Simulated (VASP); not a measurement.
# Ge (P1) in VASP: single point with PBEsol

Aim: the single point of Ge with PBEsol.

Program: VASP 6.6.1. These are calculated values, not measurements. Logs are shortened: lines on timing, memory, paths and dates and some standing lists are left out, and cuts for length are marked.

### Step 1. The cell of the first run

The typed cell holds 24 atoms: a = 8.014 Å, b = 8.030 Å, c = 8.030 Å, α = 80.03°, β = 79.79°, γ = 79.79°.

### Step 2. Single point, PBEsol (dynamics (nvt langevin) at 2700 K, volume x 1.12, from the last frame before)

File INCAR:

```
ALGO = Normal
EDIFF = 1E-6
ENCUT = 520
GGA = PS
ISIF = 2
ISMEAR = -1
KPAR = 2
LASPH = True
LCHARG = True
LREAL = Auto
LVHAR = True
LWAVE = False
NBANDS = 186
NCORE = 2
NELM = 100
PREC = Accurate
SIGMA = 0.2327
```

File KPOINTS:

```
Automatic mesh
0
Gamma
  2 2 2
  0.5 0.5 0.5
```

File POSCAR:

```
Ge
1.0
    0.0000000000     -5.9340954619      5.3867193829
    5.1627335197      2.9670477310      5.3867193829
   -5.1627335197      2.9670477310      5.3867193829
Ge
24
Direct
    0.1887858102      0.5157564011      0.9840172538
    0.5421799412      0.8002067010      0.2135264107
    0.9359390497      0.0296402480      0.4000814092
   -0.0842659720      0.7859102176      0.1956566265
    0.4096932682     -0.0281505361      0.6104094414
    0.6106969268      0.4321368409      0.9439201801
    0.1896041833      0.8375855970      0.5603731485
    0.5337069885      0.2709312837      0.6767320077
    0.7644004429      0.5314537078      0.1462523426
    0.3068245731      0.5770609448      0.2291388618
    0.6430214361      1.0490399734      0.3315797392
   -0.1090613317      0.2035964888      0.6386261085
    0.4331643995      0.7336373663      0.8603359452
    0.8797104949      0.1362926699     -0.0083830135
    0.2085847525      0.2194760126      0.4262796363
    0.8802645079      0.6948977426      0.5288552775
    0.2045389018      0.9886954588      0.9269297297
    0.5336157024      0.3466093831      0.2786318284
    0.3055715752      0.4924774056      0.5417148879
    0.6706669125      0.9947817028      0.9029088610
   -0.0445542889      0.3240855610      0.3008809932
    0.8910299263      0.7496869693      0.8841649542
    0.3379203279      0.2358561060      0.0639376840
    0.6358927596      0.5509304108      0.5821873020
```

Potentials or basis: VASP PAW PBE potentials, release 64 (Ge_d).

The run is started by

```console
> cat potpaw_PBE.64/Ge_d/POTCAR > POTCAR
> mpirun -np 4 vasp_std > vasp.out
```

OUTCAR:

```text
EDIFF = 1E-6
   ENCUT = 520
   GGA = PS
   ISIF = 2
   ISMEAR = -1
   LASPH = True
   LREAL = Auto
   NELM = 100
   PREC = Accurate

 ion  position               nearest neighbor table
   1  0.189  0.516  0.984-  23 2.39  10 2.48  13 2.79  22 2.90
   2  0.542  0.800  0.214-   9 2.61  11 2.65  10 2.80  20 2.83
   3  0.936  0.030  0.400-  21 2.38  11 2.48  12 2.50   7 2.70  16 2.79   4 2.81
   4  0.916  0.786  0.196-  22 2.61  16 2.63   9 2.67   3 2.81
   5  0.410  0.972  0.610-   7 2.35  13 2.53  11 2.71  15 2.73  17 2.78   8 2.92
   6  0.611  0.432  0.944-   9 2.51  13 2.62  18 2.65  23 2.85  24 2.88   8 2.89
   7  0.190  0.838  0.560-   5 2.35   3 2.70  19 2.78
   8  0.534  0.271  0.677-  24 2.48  19 2.56  12 2.79  20 2.81   6 2.89   5 2.92
   9  0.764  0.531  0.146-  21 2.39   6 2.51  18 2.55   2 2.61  22 2.67   4 2.67
  10  0.307  0.577  0.229-  18 2.39  19 2.48   1 2.48   2 2.80
  11  0.643  0.049  0.332-  18 2.39   3 2.48   2 2.65   5 2.71
  12  0.891  0.204  0.639-   3 2.50  21 2.71  14 2.78   8 2.79  15 2.81
  13  0.433  0.734  0.860-   5 2.53  17 2.56   6 2.62   1 2.79
  14  0.880  0.136  0.992-  20 2.45  17 2.66  12 2.78
  15  0.209  0.219  0.426-  21 2.38   5 2.73  19 2.80  12 2.81  23 2.90
  16  0.880  0.695  0.529-  24 2.39   4 2.63   3 2.79
  17  0.205  0.989  0.927-  13 2.56  14 2.66   5 2.78  23 2.87
  18  0.534  0.347  0.279-  10 2.39  11 2.39   9 2.55   6 2.65  19 2.81  23 2.86
  19  0.306  0.492  0.542-  10 2.48   8 2.56   7 2.78  15 2.80  18 2.81  24 2.85
  20  0.671  0.995  0.903-  22 2.41  14 2.45   8 2.81   2 2.83
  21  0.955  0.324  0.301-  15 2.38   3 2.38   9 2.39  12 2.71
  22  0.891  0.750  0.884-  20 2.41   4 2.61   9 2.67   1 2.90
  23  0.338  0.236  0.064-   1 2.39   6 2.85  18 2.86  17 2.87  15 2.90
  24  0.636  0.551  0.582-  16 2.39   8 2.48  19 2.85   6 2.88

  LATTYP: Found a base centered monoclinic cell.
 ALAT       =    12.2996126684
 B/A-ratio  =     0.8394953010
 C/A-ratio  =     0.6515958644
 COS(beta)  =    -0.2315018669

  Lattice vectors:

 A1 = (  -5.1627335197,  -2.9670477310,  -5.3867193829)
 A2 = (   5.1627335197,  -2.9670477310,  -5.3867193829)
 A3 = (   0.0000000000,  -5.9340954619,   5.3867193829)

Analysis of symmetry for initial positions (statically):
=====================================================================
 Subroutine PRICEL returns:
 Original cell was already a primitive cell.

 Routine SETGRP: Setting up the symmetry group for a
 base centered monoclinic supercell.

 Subroutine GETGRP returns: Found  1 space group operations
 (whereof  1 operations were pure point group operations)
 out of a pool of  4 trial point group operations.
[... 143 lines left out ...]
   NFREE  =      0    steps in history (QN), initial steepest desc. (CG)
   ISIF   =      2    stress and relaxation
   ISYM   =      2    0-nonsym 1-usesym 2-fastsym
   POTIM  = 0.5000    time-step for ionic-motion
   TEBEG  =    0.0;   TEEND  =   0.0 temperature during run
   PSTRESS=    0.0 pullay stress
   NELECT =     336.0000    total number of electrons
   NUPDOWN=      -1.0000    fix difference up-down
   EMIN   =  10.00;   EMAX   =-10.00  energy-range for DOS
   EFERMI =   0.00;   METHOD = LEGACY
   ISMEAR =    -1;   SIGMA  =   0.23  broadening in eV -4-tet -1-fermi 0-gaus
   EFERMI_NEDOS =   21; number of points for ismear=-14 and -15
   IALGO  =     38    algorithm
   IMIX   =      4    mixing-type and parameters
     AMIX     =   0.40;   BMIX     =  1.00
     AMIX_MAG =   1.60;   BMIX_MAG =  1.00
  volume/ion in A,a.u.               =      20.63       139.21
  Fermi-wavevector in a.u.,A,eV,Ry     =   1.438670  2.718693 28.160965  2.069773
  Thomas-Fermi vector in A             =   2.557611
   LORBIT       =      0    0 simple, 1 ext, 2 COOP (PROOUT), +10 PAW based schemes
   GGA     = PS    functional components
   LHFCALC =     F    Hartree Fock is set to
   AEXX    =    0.0000 exact exchange contribution
   IVDW    =     0    specifies the selected vdW correction
   LEPSILON=     F    determine dielectric tensor
   LRPA    =     F    only Hartree local field effects (RPA)
 non-spin polarized calculation
  energy-cutoff  :      520.00
  volume of cell :      495.09
 maximum number of plane-waves:     13343
   NGX = 29   NGY = 29   NGZ = 29

 number of electron     335.9999993 magnetization

 Free energy of the ion-electron system (eV)
  ---------------------------------------------------
  ext. energy  EPLUGINS =         0.00000000
  ---------------------------------------------------
  free energy    TOTEN  =      -107.73645027 eV

  energy without entropy =     -105.64952560  energy(sigma->0) =     -106.69298794

 E-fermi :   5.6430     XC(G=0): -10.8005

 val. band max:        5.6402460105   @ k =   0.2500   0.2500   0.2500
 cond. band min:       5.6731780789   @ k =   0.2500  -0.2500   0.2500
 fundamental gap:      0.0329320684
 Fermi energy:         5.6429765832

 k-point     1 :       0.2500    0.2500    0.2500
  band No.  band energies     occupation
      1     -19.2952      2.00000
      2     -19.2594      2.00000
      3     -19.2390      2.00000
      4     -19.2191      2.00000
      5     -19.1948      2.00000
      6     -19.1925      2.00000
[... 721 lines left out ...]
    179       7.2728      0.00181
    180       7.4148      0.00099
 [bands above 180 left out]

------------------------ aborting loop because EDIFF is reached ----------------------------------------

  FORCE on cell =-STRESS in cart. coord.  units (eV):
  Direction    XX          YY          ZZ          XY          YZ          ZX
  --------------------------------------------------------------------------------------
  -------------------------------------------------------------------------------------
  Total       10.5230592      9.6108996     13.7534088      6.0784131     -4.5493536      2.0840057
  in kB       34.0543622     31.1024626     44.5083087     19.6707515    -14.7224618      6.7441877
  external PRESSURE =      36.5550445 kB  Pullay stress =       0.0000000 kB

 VOLUME and BASIS-vectors are now :
 -----------------------------------------------------------------------------
  energy-cutoff  :      520.00
  volume of cell :      495.09
      direct lattice vectors                 reciprocal lattice vectors
     0.000000000 -5.934095462  5.386719383     0.000000000 -0.112345120  0.061880583
     5.162733520  2.967047731  5.386719383     0.096847919  0.056172560  0.061880583
    -5.162733520  2.967047731  5.386719383    -0.096847919  0.056172560  0.061880583

 POSITION                                       TOTAL-FORCE (eV/Angst)
 -----------------------------------------------------------------------------------
     -2.41751      3.32963      9.09580         1.594661      0.758654     -0.379711
      3.02887     -0.20955      8.38127         0.174644      0.322739     -0.076500
     -1.91249     -4.27895      7.35643        -1.133828     -0.671979     -0.755439
      3.04732     -2.52170     10.22023         0.113599     -0.298090      0.674545
      1.86602      2.26348     10.73009         0.844780     -0.515045      1.351838
     -2.64220      0.45889     10.70209         0.409283     -0.727282     -0.887756
[... 16 lines left out ...]
      0.88757     -1.11575      3.43519        -1.174811     -1.017989     -0.741789
     -0.16137     -0.41143      9.52916         0.263112      0.491548     -0.389557
 -----------------------------------------------------------------------------------
    total drift:                                0.003871     -0.007439     -0.001278

  FREE ENERGIE OF THE ION-ELECTRON SYSTEM (eV)
  ---------------------------------------------------
  free  energy   TOTEN  =      -107.7364502728 eV

  energy  without entropy=     -105.6495255979  energy(sigma->0) =     -106.69298794
```

OSZICAR:

```text
N       E                     dE             d eps       ncg     rms          rms(c)
DAV:   1     0.594212751924E+04    0.59421E+04   -0.13369E+05  1568   0.514E+03
DAV:   2     0.131560449249E+04   -0.46265E+04   -0.45014E+04  1488   0.126E+03
DAV:   3     0.133523366991E+03   -0.11821E+04   -0.11513E+04  1488   0.336E+02
DAV:   4    -0.886549387579E+02   -0.22218E+03   -0.20788E+03  1670   0.133E+02
DAV:   5    -0.108231716675E+03   -0.19577E+02   -0.18759E+02  1656   0.382E+01    0.919E+00
DAV:   6    -0.107862721179E+03    0.36900E+00   -0.78046E+00  1992   0.170E+01    0.436E+00
DAV:   7    -0.107720450196E+03    0.14227E+00   -0.17932E+00  1672   0.904E+00    0.128E+00
DAV:   8    -0.107732991078E+03   -0.12541E-01   -0.43783E-01  1736   0.972E+00    0.665E-01
DAV:   9    -0.107732596434E+03    0.39464E-03   -0.83388E-02  1792   0.436E+00    0.352E-01
DAV:  10    -0.107735240069E+03   -0.26436E-02   -0.45819E-02  1768   0.220E+00    0.103E-01
DAV:  11    -0.107736150352E+03   -0.91028E-03   -0.12050E-02  1568   0.166E+00    0.543E-02
DAV:  12    -0.107736283636E+03   -0.13328E-03   -0.30420E-03  1880   0.713E-01    0.329E-02
DAV:  13    -0.107736379677E+03   -0.96040E-04   -0.11624E-03  1792   0.307E-01    0.159E-02
DAV:  14    -0.107736448251E+03   -0.68574E-04   -0.75386E-04  1584   0.259E-01    0.141E-02
DAV:  15    -0.107736445531E+03    0.27197E-05   -0.50148E-05  1720   0.175E-01    0.778E-03
DAV:  16    -0.107736443980E+03    0.15516E-05   -0.22548E-05  1904   0.118E-01    0.253E-03
DAV:  17    -0.107736450124E+03   -0.61448E-05   -0.65571E-05  1440   0.508E-02    0.285E-03
DAV:  18    -0.107736450273E+03   -0.14837E-06   -0.44706E-06  1312   0.229E-02
   1 F= -.10773645E+03 E0= -.10669299E+03  d E =-.208692E+01
```

stdout:

```text
POSCAR found type information on POSCAR Ge
 POSCAR found :  1 types and      24 ions
 scaLAPACK will be used
 -----------------------------------------------------------------------------
|                                                                             |
|                                                                             |
|     You enforced a specific xc type in the INCAR file but a different       |
|     I HOPE YOU KNOW WHAT YOU ARE DOING!                                     |
|                                                                             |
 -----------------------------------------------------------------------------

 LDA part: xc-table for (Slater+PW92), standard interpolation
 POSCAR, INCAR and KPOINTS ok, starting setup
 FFT: planning ... GRIDC
 FFT: planning ... GRID_SOFT
 FFT: planning ... GRID
 WAVECAR not read
 entering main loop
```

Wall time 39 min (4 MPI ranks of AMD EPYC 7R13 (Zen 3), shared host); peak memory 0.37 GiB.

What came out:

```
Free energy            : -107.7365 eV
Pressure               : 3.7 GPa
Largest force          : 1.903 eV/Å
Band gap on the k mesh : zero (band 168 reaches 5.92 eV, above the bottom of band 169 at 5.67 eV)
```

Forces on the atoms (eV/Å):
```
Ge   1.595  0.759 -0.380
Ge   0.175  0.323 -0.076
Ge  -1.134 -0.672 -0.755
Ge   0.114 -0.298  0.675
Ge   0.845 -0.515  1.352
Ge   0.409 -0.727 -0.888
Ge  -0.650  0.518 -1.430
Ge  -1.133 -0.402 -0.448
Ge   0.504  0.165  0.261
Ge   1.234  1.324  0.403
Ge  -1.076 -0.169 -0.927
Ge  -0.137  0.711  0.646
Ge  -0.696 -0.180 -0.021
Ge   0.312 -0.241  0.874
Ge  -0.164 -0.629  1.189
Ge  -0.150 -0.589  0.886
Ge   0.271  0.415  0.328
Ge  -0.553 -0.102  0.427
Ge  -0.182  1.009  0.078
Ge   0.213  1.559 -0.705
Ge   1.216  0.096  0.164
Ge  -0.100 -1.828 -0.522
Ge  -1.175 -1.018 -0.742
Ge   0.263  0.492 -0.390
```

Stress tensor (GPa, compression positive):
```
 3.41  1.97  0.67
 1.97  3.11 -1.47
 0.67 -1.47  4.45
```

Caveat: the k points lie up to 0.40 Å⁻¹ apart; the PAW data sets were made with another functional, which shifts forces and pressure a little.
